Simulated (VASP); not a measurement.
# AgBr (rocksalt type) (Fm-3m) in VASP: notebook

AgBr (rocksalt type) is run at these levels: PBE; tasks: electric field gradients.

Program: VASP 6.6.1. These are calculated values, not measurements. Logs are shortened: lines on timing, memory, paths and dates and some standing lists are left out, and cuts for length are marked.

**1. The cell of the first run**

It takes space group Fm-3m (No. 225, cubic). The conventional cell has a = 5.889 Å, b = 5.889 Å, c = 5.889 Å, α = 90.00°, β = 90.00°, γ = 90.00°. Within 3.9 Å of Ag (site symmetry m-3m) lie 6 Br at 2.94 Å. Within 3.9 Å of Br (site symmetry m-3m) lie 6 Ag at 2.94 Å.

**2. Electric field gradients, PBE (volume scaled by 1.025)**

The input, INCAR:

```
PREC     = Accurate       # precision mode
ENCUT    = 400            # plane-wave cutoff, eV
EDIFF    = 1E-8           # SCF threshold, eV
ISMEAR   = -1             # smearing method
SIGMA    = 0.03           # smearing width, eV
LREAL    = False          # projectors in reciprocal space
LASPH    = True           # aspherical terms in the spheres
NELM     = 120            # most SCF steps
ALGO     = Normal         # electronic algorithm
ISIF     = 2              # what is computed and relaxed
LWAVE    = False          # write WAVECAR
LCHARG   = False          # write CHGCAR
GGA      = PE             # functional
LEFG     = True         
NBANDS   = 16             # bands
GGA_COMPAT= False
```

The input, KPOINTS:

```
Automatic mesh
0
Gamma
  13 13 13
```

The input, POSCAR:

```
AgBr
1.0
    0.0000000000      2.9445849775      2.9445849775
    2.9445849775      0.0000000000      2.9445849775
    2.9445849775      2.9445849775      0.0000000000
Ag Br
1 1
Direct
    0.0000000000      0.0000000000      0.0000000000
    0.5000000000      0.5000000000      0.5000000000
```

Potentials or basis: VASP PAW PBE potentials, release 64 (Ag, Br).

Command:

```sh
> cat potpaw_PBE.64/Ag/POTCAR potpaw_PBE.64/Br/POTCAR > POTCAR
> mpirun -np 1 vasp_std > vasp.out
```

OUTCAR:

```text
PREC = Accurate
   ENCUT = 400
   EDIFF = 1E-8
   ISMEAR = -1
   LREAL = False
   LASPH = True
   NELM = 120
   ISIF = 2
   GGA = PE

 ion  position               nearest neighbor table
   1  0.000  0.000  0.000-   2 2.94   2 2.94   2 2.94   2 2.94   2 2.94   2 2.94
   2  0.500  0.500  0.500-   1 2.94   1 2.94   1 2.94   1 2.94   1 2.94   1 2.94

  LATTYP: Found a face centered cubic cell.
 ALAT       =     5.8891699550

  Lattice vectors:

 A1 = (   0.0000000000,   2.9445849775,   2.9445849775)
 A2 = (   2.9445849775,   0.0000000000,   2.9445849775)
 A3 = (   2.9445849775,   2.9445849775,   0.0000000000)

Analysis of symmetry for initial positions (statically):
=====================================================================
 Subroutine PRICEL returns:
 Original cell was already a primitive cell.

 Routine SETGRP: Setting up the symmetry group for a
 face centered cubic supercell.

 Subroutine GETGRP returns: Found 48 space group operations
 (whereof 48 operations were pure point group operations)
 out of a pool of 48 trial point group operations.

The static configuration has the point symmetry O_h .

Analysis of symmetry for dynamics (positions and initial velocities):
=====================================================================
 Subroutine PRICEL returns:
 Original cell was already a primitive cell.

 Routine SETGRP: Setting up the symmetry group for a
 face centered cubic supercell.

 Subroutine GETGRP returns: Found 48 space group operations
 (whereof 48 operations were pure point group operations)
 out of a pool of 48 trial point group operations.

The dynamic configuration has the point symmetry O_h .

 Subroutine INISYM returns: Found 48 space group operations
 (whereof 48 operations are pure point group operations),
 and found     1 'primitive' translations

----------------------------------------------------------------------------------------

                                     Primitive cell

  volume of cell :      51.0625

  direct lattice vectors                    reciprocal lattice vectors
     0.000000000  2.944584977  2.944584977    -0.169803216  0.169803216  0.169803216
     2.944584977  0.000000000  2.944584977     0.169803216 -0.169803216  0.169803216
     2.944584977  2.944584977  0.000000000     0.169803216  0.169803216 -0.169803216

  length of vectors
     4.164272011  4.164272011  4.164272011     0.294107798  0.294107798  0.294107798

  position of ions in fractional coordinates (direct lattice)
     0.000000000  0.000000000  0.000000000
     0.500000000  0.500000000  0.500000000

  ion indices of the primitive-cell ions
   primitive index   ion index
                 1           1
                 2           2

----------------------------------------------------------------------------------------

 KPOINTS: Automatic mesh

Automatic generation of k-mesh.
 Grid dimensions read from file:
 generate k-points for:   13   13   13

 Generating k-lattice:

  Cartesian coordinates                     Fractional coordinates (reciprocal lattice)
    -0.013061786  0.013061786  0.013061786     0.076923077  0.000000000  0.000000000
     0.013061786 -0.013061786  0.013061786     0.000000000  0.076923077  0.000000000
     0.013061786  0.013061786 -0.013061786     0.000000000  0.000000000  0.076923077

  Length of vectors
     0.022623677  0.022623677  0.022623677

  Shift w.r.t. Gamma in fractional coordinates (k-lattice)
     0.000000000  0.000000000  0.000000000

 Subroutine IBZKPT returns following result:
 ===========================================

 Found     84 irreducible k-points:

 Following reciprocal coordinates:
            Coordinates               Weight
  0.000000  0.000000  0.000000      1.000000
  0.076923  0.000000  0.000000      8.000000
  0.153846  0.000000  0.000000      8.000000
  0.230769  0.000000  0.000000      8.000000
  0.307692  0.000000  0.000000      8.000000
  0.384615  0.000000  0.000000      8.000000
[... 16 lines left out ...]
  0.384615  0.153846  0.000000     24.000000
  0.461538  0.153846  0.000000     24.000000
 [... further k-points ...]
   k-points           NKPTS =     84   k-points in BZ     NKDIM =     84   number of bands    NBANDS=     16
   number of dos      NEDOS =    301   number of ions     NIONS =      2
   total plane-waves  NPLWV =  21952
   dimension x,y,z NGX =    28 NGY =   28 NGZ =   28
   dimension x,y,z NGXF=    56 NGYF=   56 NGZF=   56
   ions per type =               1   1
   NGX,Y,Z   is equivalent  to a cutoff of  11.18, 11.18, 11.18 a.u.
   NGXF,Y,Z  is equivalent  to a cutoff of  22.36, 22.36, 22.36 a.u.
 SYSTEM =  unknown system
   PREC   = accura    normal or accurate (medium, high low for compatibility)
   ISTART =      0    job   : 0-new  1-cont  2-samecut
   ICHARG =      2    charge: 1-file 2-atom 10-const
   ISPIN  =      1    spin polarized calculation?
   LNONCOLLINEAR =      F non collinear calculations
   LSORBIT =      F    spin-orbit coupling
   LASPH  =      T    aspherical Exc in radial PAW
   ENCUT  =  400.0 eV  29.40 Ry    5.42 a.u.   6.79  6.79  6.79*2*pi/ulx,y,z
   NELM   =    120;   NELMIN=  2; NELMDL= -5     # of ELM steps
   EDIFF  = 0.1E-07   stopping-criterion for ELM
   LREAL  =      F    real-space projection
   EDIFFG = 0.1E-06   stopping-criterion for IOM
   NSW    =      0    number of steps for IOM
   IBRION =     -1    ionic relax: 0-MD 1-quasi-New 2-CG
   NFREE  =      0    steps in history (QN), initial steepest desc. (CG)
   ISIF   =      2    stress and relaxation
   ISYM   =      2    0-nonsym 1-usesym 2-fastsym
   POTIM  = 0.5000    time-step for ionic-motion
   TEBEG  =    0.0;   TEEND  =   0.0 temperature during run
   PSTRESS=    0.0 pullay stress
   NELECT =      18.0000    total number of electrons
   NUPDOWN=      -1.0000    fix difference up-down
   EMIN   =  10.00;   EMAX   =-10.00  energy-range for DOS
   EFERMI =   0.00;   METHOD = LEGACY
   ISMEAR =    -1;   SIGMA  =   0.03  broadening in eV -4-tet -1-fermi 0-gaus
   EFERMI_NEDOS =   21; number of points for ismear=-14 and -15
   IALGO  =     38    algorithm
   IMIX   =      4    mixing-type and parameters
     AMIX     =   0.40;   BMIX     =  1.00
     AMIX_MAG =   1.60;   BMIX_MAG =  1.00
  volume/ion in A,a.u.               =      25.53       172.29
  Fermi-wavevector in a.u.,A,eV,Ry     =   1.156463  2.185397 18.196508  1.337406
  Thomas-Fermi vector in A             =   2.293083
   LORBIT       =      0    0 simple, 1 ext, 2 COOP (PROOUT), +10 PAW based schemes
   GGA     = PE    functional components
   LHFCALC =     F    Hartree Fock is set to
   AEXX    =    0.0000 exact exchange contribution
   IVDW    =     0    specifies the selected vdW correction
   LEPSILON=     F    determine dielectric tensor
   LRPA    =     F    only Hartree local field effects (RPA)
 non-spin polarized calculation
  energy-cutoff  :      400.00
  volume of cell :       51.06
 maximum number of plane-waves:       946
   NGX = 13   NGY = 13   NGZ = 13

 number of electron      18.0000003 magnetization

 Free energy of the ion-electron system (eV)
  ---------------------------------------------------
  ext. energy  EPLUGINS =         0.00000000
  ---------------------------------------------------
  free energy    TOTEN  =        -4.99594406 eV

  energy without entropy =       -4.99594403  energy(sigma->0) =       -4.99594405

 E-fermi :   3.1161     XC(G=0):  -9.4729

 val. band max:        2.6970937851   @ k =   0.4615   0.0000   0.0000
 cond. band min:       3.4132371038   @ k =   0.0000   0.0000   0.0000
 fundamental gap:      0.7161433188
 Fermi energy:         3.1160912904

 k-point     1 :       0.0000    0.0000    0.0000
  band No.  band energies     occupation
      1     -11.8935      2.00000
      2       0.2198      2.00000
      3       0.2198      2.00000
      4       0.2206      2.00000
      5       0.2206      2.00000
      6       0.2206      2.00000
[... 8 lines left out ...]
     15      14.1849      0.00000
     16      14.1849      0.00000

 k-point     2 :       0.0769    0.0000    0.0000
  band No.  band energies     occupation
      1     -11.8746      2.00000
      2       0.0585      2.00000
      3       0.0585      2.00000
      4       0.1328      2.00000
      5       0.2344      2.00000
      6       0.2344      2.00000
[... 8 lines left out ...]
     15      13.7044      0.00000
     16      14.0186      0.00000
[... 387 lines left out ...]
      5       0.3220      2.00000
      6       0.4574      2.00000
[... 8 lines left out ...]
     15      15.6845      0.00000
     16      15.9630      0.00000

 k-point    24 :       0.4615    0.1538    0.0000
  band No.  band energies     occupation
      1     -11.5506      2.00000
      2      -1.6322      2.00000
      3      -0.9244      2.00000
      4      -0.8019      2.00000
      5       0.3867      2.00000
      6       0.4847      2.00000
[... 8 lines left out ...]
     15      16.1615      0.00000
     16      16.2189      0.00000

 [... further k-points ...]
[... 5 lines left out ...]
  --------------------------------------------------------------------------------------
  -------------------------------------------------------------------------------------
  Total       -0.3558845     -0.3558845     -0.3558845     -0.0000000     -0.0000000      0.0000000
  in kB      -11.1665091    -11.1665091    -11.1665091     -0.0000000     -0.0000000      0.0000000
  external PRESSURE =     -11.1665091 kB  Pullay stress =       0.0000000 kB

 VOLUME and BASIS-vectors are now :
 -----------------------------------------------------------------------------
  energy-cutoff  :      400.00
  volume of cell :       51.06
      direct lattice vectors                 reciprocal lattice vectors
     0.000000000  2.944584977  2.944584977    -0.169803216  0.169803216  0.169803216
     2.944584977  0.000000000  2.944584977     0.169803216 -0.169803216  0.169803216
     2.944584977  2.944584977  0.000000000     0.169803216  0.169803216 -0.169803216

 POSITION                                       TOTAL-FORCE (eV/Angst)
 -----------------------------------------------------------------------------------
      0.00000      0.00000      0.00000         0.000000     -0.000000     -0.000000
      2.94458      2.94458      2.94458         0.000000      0.000000      0.000000
 -----------------------------------------------------------------------------------
    total drift:                                0.000000      0.000000      0.000000

  FREE ENERGIE OF THE ION-ELECTRON SYSTEM (eV)
  ---------------------------------------------------
  free  energy   TOTEN  =        -4.9959440647 eV

  energy  without entropy=       -4.9959440285  energy(sigma->0) =       -4.99594405

 Electric field gradients (V/A^2)
---------------------------------------------------------------------
 ion       V_xx      V_yy      V_zz      V_xy      V_xz      V_yz
---------------------------------------------------------------------
   1       0.000     0.000     0.000     0.000     0.000     0.000
   2      -0.000     0.000    -0.000     0.001     0.001     0.001
---------------------------------------------------------------------

 Electric field gradients after diagonalization (V/A^2)
 (convention: |V_zz| > |V_xx| > |V_yy|)
----------------------------------------------------------------------
 ion       V_xx      V_yy      V_zz     asymmetry (V_yy - V_xx)/ V_zz
----------------------------------------------------------------------
   1      -0.000    -0.000     0.001       0.000
   2      -0.001    -0.001     0.002       0.000
----------------------------------------------------------------------

           NMR quadrupolar parameters

 Cq : quadrupolar parameter    Cq=e*Q*V_zz/h
 eta: asymmetry parameters     (V_yy - V_xx)/ V_zz
 Q  : nuclear electric quadrupole moment in mb (millibarn)
----------------------------------------------------------------------
 ion       Cq(MHz)       eta       Q (mb)
----------------------------------------------------------------------
   1       0.000       0.000       1.000
   2       0.000       0.000       1.000
----------------------------------------------------------------------
```

Run time: 25 s. Hardware: 1 thread of AMD EPYC 9R45 (Zen 5), shared host; peak memory 0.16 GiB.

What came out:

```
Free energy            : -4.9959 eV
Pressure               : -1.1 GPa
Band gap on the k mesh : 0.72 eV, indirect (least direct gap 2.36 eV)
```

Caveat: without QUAD_EFG the Cq values of the log hold for a quadrupole moment of 1 mb, not for the nuclei.

(Continued in part 2 of 2.)
